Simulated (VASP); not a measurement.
# MnO (P-6m2) in VASP: single point with LDA+U

Aim: the single point of MnO with LDA+U.

Everything below comes from runs of VASP 6.6.1. Logs are shortened: lines on timing, memory, paths and dates and some standing lists are left out, and cuts for length are marked.

## (1) The cell of the first run

It takes space group P-6m2 (No. 187, hexagonal). Conventional cell: a = 2.969 Å, b = 2.969 Å, c = 2.898 Å, α = 90.00°, β = 90.00°, γ = 120.00°. Mn (site symmetry -6m2) has 6 O at 2.24 Å and 8 Mn at 2.90 to 2.97 Å within 3.0 Å. O (site symmetry -6m2) has 6 Mn at 2.24 Å and 8 O at 2.90 to 2.97 Å within 3.0 Å.

## (2) Single point, LDA+U, collinear spin, ferromagnetic start

INCAR reads:

```
  ALGO = Normal
  EDIFF = 1E-7
  ENCUT = 520
  GGA = CA
  ISIF = 2
  ISMEAR = 0
  ISPIN = 2
  LASPH = True
  LCHARG = False
  LDAU = True
  LDAUJ = 0.5 0
  LDAUL = 2 -1
  LDAUPRINT = 1
  LDAUTYPE = 1
  LDAUU = 8 0
  LMAXMIX = 4
  LORBIT = 11
  LREAL = False
  LWAVE = False
  MAGMOM = 1.25 0
  NBANDS = 20
  NELM = 150
  NUPDOWN = 1.25
  PREC = Accurate
  SIGMA = 0.05
```

KPOINTS reads:

```
k-points
0
Gamma
  7 7 7
```

POSCAR reads:

```
MnO
1.0
    2.9694859100      0.0000000000      0.0000000000
   -1.4847429600      2.5716502300      0.0000000000
    0.0000000000      0.0000000000      2.8980711300
Mn O
1 1
Direct
    0.0000000000      0.0000000000      0.0000000000
    0.6666666667      0.3333333333      0.5000000000
```

Potentials or basis: VASP PAW LDA potentials, release 64 (Mn_pv, O).

On the command line:

```
$ cat potpaw_LDA.64/Mn_pv/POTCAR potpaw_LDA.64/O/POTCAR > POTCAR
$ mpirun -np 1 vasp_std > vasp.out
```

OUTCAR:

```text
EDIFF = 1E-7
   ENCUT = 520
   GGA = CA
   ISIF = 2
   ISMEAR = 0
   ISPIN = 2
   LASPH = True
   LORBIT = 11
   LREAL = False
   NELM = 150
   NUPDOWN = 1.25
   PREC = Accurate

 ion  position               nearest neighbor table
   1  0.000  0.000  0.000-   2 2.24   2 2.24   2 2.24   2 2.24   2 2.24   2 2.24
   2  0.667  0.333  0.500-   1 2.24   1 2.24   1 2.24   1 2.24   1 2.24   1 2.24

  LATTYP: Found a hexagonal cell.
 ALAT       =     2.9694859100
 C/A-ratio  =     0.9759504567

  Lattice vectors:

 A1 = (   2.9694859100,   0.0000000000,   0.0000000000)
 A2 = (  -1.4847429600,   2.5716502300,   0.0000000000)
 A3 = (   0.0000000000,   0.0000000000,   2.8980711300)

Analysis of symmetry for initial positions (statically):
=====================================================================
 Subroutine PRICEL returns:
 Original cell was already a primitive cell.

 Routine SETGRP: Setting up the symmetry group for a
 hexagonal supercell.

 Subroutine GETGRP returns: Found 12 space group operations
 (whereof 12 operations were pure point group operations)
 out of a pool of 24 trial point group operations.

The static configuration has the point symmetry D_3h.

Analysis of symmetry for dynamics (positions and initial velocities):
=====================================================================
 Subroutine PRICEL returns:
 Original cell was already a primitive cell.

 Routine SETGRP: Setting up the symmetry group for a
 hexagonal supercell.

 Subroutine GETGRP returns: Found 12 space group operations
 (whereof 12 operations were pure point group operations)
 out of a pool of 24 trial point group operations.

The dynamic configuration has the point symmetry D_3h.

Analysis of structural, dynamic, and magnetic symmetry:
=====================================================================
 Subroutine PRICEL returns:
 Original cell was already a primitive cell.
[... 174 lines left out ...]
  o =  0.0524  v =  0.0000  0.0000  0.0000  0.0000  0.0000  0.0000 -0.9074 -0.0000 -0.4203 -0.0000      0.0000  0.0000  0.0000  0.0000  0.0000  0.0000  0.0000  0.0000  0.0000  0.0000
  o =  0.0524  v =  0.0000  0.0000  0.0000  0.0000  0.0000 -0.0000  0.4203  0.0000 -0.9074  0.0000      0.0000  0.0000  0.0000  0.0000  0.0000  0.0000  0.0000  0.0000  0.0000  0.0000
  o =  0.2937  v =  0.0000  0.0000  0.0000  0.0000  0.0000 -0.0668  0.0000 -0.0000 -0.0000 -0.9978      0.0000  0.0000  0.0000  0.0000  0.0000  0.0000  0.0000  0.0000  0.0000  0.0000
  o =  0.2937  v =  0.0000  0.0000  0.0000  0.0000  0.0000 -0.9978 -0.0000  0.0000 -0.0000  0.0668      0.0000  0.0000  0.0000  0.0000  0.0000  0.0000  0.0000  0.0000  0.0000  0.0000
  o =  0.8053  v = -0.0000  0.9074  0.0000  0.4203 -0.0000  0.0000  0.0000  0.0000  0.0000  0.0000      0.0000  0.0000  0.0000  0.0000  0.0000  0.0000  0.0000  0.0000  0.0000  0.0000
  o =  0.8053  v =  0.0000  0.4203 -0.0000 -0.9074 -0.0000  0.0000  0.0000  0.0000  0.0000  0.0000      0.0000  0.0000  0.0000  0.0000  0.0000  0.0000  0.0000  0.0000  0.0000  0.0000
  o =  0.8896  v = -0.9868  0.0000 -0.0000 -0.0000  0.1617  0.0000  0.0000  0.0000  0.0000  0.0000      0.0000  0.0000  0.0000  0.0000  0.0000  0.0000  0.0000  0.0000  0.0000  0.0000
  o =  0.8896  v =  0.1617  0.0000 -0.0000 -0.0000  0.9868  0.0000  0.0000  0.0000  0.0000  0.0000      0.0000  0.0000  0.0000  0.0000  0.0000  0.0000  0.0000  0.0000  0.0000  0.0000
  o =  0.9444  v =  0.0000  0.0000  0.0000  0.0000  0.0000 -0.0000 -0.0000 -1.0000 -0.0000  0.0000      0.0000  0.0000  0.0000  0.0000  0.0000  0.0000  0.0000  0.0000  0.0000  0.0000

 number of electron      18.9999986 magnetization       1.2500003

 Free energy of the ion-electron system (eV)
  ---------------------------------------------------
  ext. energy  EPLUGINS =         0.00000000
  ---------------------------------------------------
  free energy    TOTEN  =       -10.70313806 eV

  energy without entropy =      -10.70126777  energy(sigma->0) =      -10.70220291

 E-fermi :   8.3180     XC(G=0): -12.4322

 val. band max:        8.3145641277   @ k =   0.1429   0.0000   0.2857
 cond. band min:       5.0826173985   @ k =   0.4286   0.0000   0.1429
 fundamental gap:     -3.2319467292
 Fermi energy:         5.0675603018

 spin component 1

 k-point     1 :       0.0000    0.0000    0.0000
  band No.  band energies     occupation
      1     -41.8783      1.00000
      2     -41.7313      1.00000
      3     -41.7313      1.00000
      4     -12.8967      1.00000
      5       1.2871      1.00000
      6       1.2871      1.00000
[... 1097 lines left out ...]
     19      32.3555      0.00000
     20      34.7125      0.00000

 [... further k-points ...]

------------------------ aborting loop because EDIFF is reached ----------------------------------------

  FORCE on cell =-STRESS in cart. coord.  units (eV):
  Direction    XX          YY          ZZ          XY          YZ          ZX
  --------------------------------------------------------------------------------------
  -------------------------------------------------------------------------------------
  Total       -3.1278221     -3.1278221     -2.8032654      0.0000000      0.0000000      0.0000000
  in kB     -226.4385750   -226.4385743   -202.9423027      0.0000004      0.0000000      0.0000000
  external PRESSURE =    -218.6064840 kB  Pullay stress =       0.0000000 kB

 VOLUME and BASIS-vectors are now :
 -----------------------------------------------------------------------------
  energy-cutoff  :      520.00
  volume of cell :       22.13
      direct lattice vectors                 reciprocal lattice vectors
     2.969485910  0.000000000  0.000000000     0.336758628  0.194427685  0.000000000
    -1.484742960  2.571650230  0.000000000     0.000000000  0.388855369  0.000000000
     0.000000000  0.000000000  2.898071130     0.000000000  0.000000000  0.345057093

 POSITION                                       TOTAL-FORCE (eV/Angst)
 -----------------------------------------------------------------------------------
      0.00000      0.00000      0.00000         0.000000      0.000000      0.000000
      1.48474      0.85722      1.44904        -0.000000      0.000000      0.000000
 -----------------------------------------------------------------------------------
    total drift:                               -0.000000      0.000000      0.000000

  FREE ENERGIE OF THE ION-ELECTRON SYSTEM (eV)
  ---------------------------------------------------
  free  energy   TOTEN  =       -10.7031380571 eV

  energy  without entropy=      -10.7012677704  energy(sigma->0) =      -10.70220291

 total charge

# of ion       s       p       d       tot
------------------------------------------
    1        0.222   6.185   5.031  11.439
    2        1.568   3.294   0.000   4.862
--------------------------------------------------
tot          1.790   9.479   5.031  16.301

 magnetization (x)

# of ion       s       p       d       tot
------------------------------------------
    1       -0.015  -0.007   1.779   1.757
    2        0.001  -0.381   0.000  -0.380
--------------------------------------------------
tot         -0.013  -0.388   1.779   1.377
```

OSZICAR:

```text
N       E                     dE             d eps       ncg     rms          rms(c)
DAV:   1     0.173921508616E+03    0.17392E+03   -0.10158E+04  2580   0.110E+03
DAV:   2    -0.195621212753E+01   -0.17588E+03   -0.16566E+03  2620   0.325E+02
[... 25 lines left out ...]
DAV:  28    -0.107031359627E+02    0.46975E-05   -0.57191E-05  2828   0.544E-02    0.458E-02
DAV:  29    -0.107031410961E+02   -0.51334E-05   -0.74880E-06  2976   0.260E-02    0.347E-02
DAV:  30    -0.107031381873E+02    0.29088E-05   -0.53621E-06  3144   0.367E-02    0.153E-02
DAV:  31    -0.107031377001E+02    0.48727E-06   -0.10572E-05  3224   0.306E-02    0.296E-03
DAV:  32    -0.107031380994E+02   -0.39932E-06   -0.11712E-06  2856   0.855E-03    0.322E-03
DAV:  33    -0.107031380571E+02    0.42320E-07   -0.37608E-07  2364   0.597E-03
   1 F= -.10703138E+02 E0= -.10702203E+02  d E =-.187029E-02  mag=     1.2500
```

stdout:

```text
POSCAR found type information on POSCAR MnO
 POSCAR found :  2 types and       2 ions
 scaLAPACK will be used
 LDA part: xc-table for (Slater(with rela. corr.)+CA(PZ))
 , standard interpolation
 POSCAR, INCAR and KPOINTS ok, starting setup
 FFT: planning ... GRIDC
 FFT: planning ... GRID_SOFT
 FFT: planning ... GRID
 WAVECAR not read
 entering main loop
```

Run time: 85 s. Hardware: 1 thread of AMD EPYC 7R43 (Zen 3), shared host; peak memory 0.1 GiB.

What came out:

- Free energy: -10.7031 eV
- Pressure: -21.9 GPa
- Net moment: 1.25 μB per cell
- Site moments: Mn +1.76; O -0.38 μB
- Valence electrons inside the program's atomic spheres: Mn 11.44; O 4.86

Eigenvalues of the final occupation matrices:
```
    site  spin  trace               eigenvalues
site 1 d     1   3.42  0.03 0.81 0.81 0.89 0.89
site 1 d     2   1.64  0.05 0.05 0.29 0.29 0.94
```

Caveat: the total moment is fixed, so each spin has its own Fermi level; a cell with one magnetic atom can't hold antiferromagnetic order, which such compounds often take. The state reached can hang on the start; a lower one may exist.
